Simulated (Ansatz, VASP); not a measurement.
Si in VASP and in Ansatz

```xyz
4
Lattice="3.7523 0.0000 0.0000 -1.8761 3.2496 0.0000 0.0000 0.0000 6.4554" Properties=species:S:1:pos:R:3 pbc="T T T"
Si    0.0000    2.1664    0.5301
Si    1.8761    1.0832    3.7578
Si    0.0000    2.1664    2.6976
Si    1.8761    1.0832    5.9253
```

Alike in both runs: task single point; functional LDA; k mesh 12 × 12 × 6; occupations gaussian, width 0.03 eV; no spin polarisation.

```csv
,VASP,Ansatz
version,VASP 6.6.1,Ansatz 0.2.0
potentials or method,"VASP PAW LDA potentials, release 64 (Si), cutoff 520 eV","scalar-relativistic, plane waves, PAW"
valence electrons in the cell,16,16
```

VASP gave:

- gap on the k mesh at the Fermi level (eV): none
- pressure (GPa): 0.4
- traceless stress, the component that is largest in VASP (GPa): 6.82
- rms of the force components (eV/Å): 1.980

**Question.** Which values does Ansatz return?

**Answer.** gap on the k mesh at the Fermi level (eV): none; pressure (GPa): 0.4; traceless stress, the component that is largest in VASP (GPa): 6.85; rms of the force components (eV/Å): 1.984.

Ansatz warns that its potentials were made for another functional, while VASP's fit it. LDA's correlation is that of Perdew and Zunger in VASP and of Perdew and Wang (1992) in Ansatz. Atom by atom the forces differ by 0.004 eV/Å (rms over components). A gap of «none» marks a metal or a gap that the smearing closes.
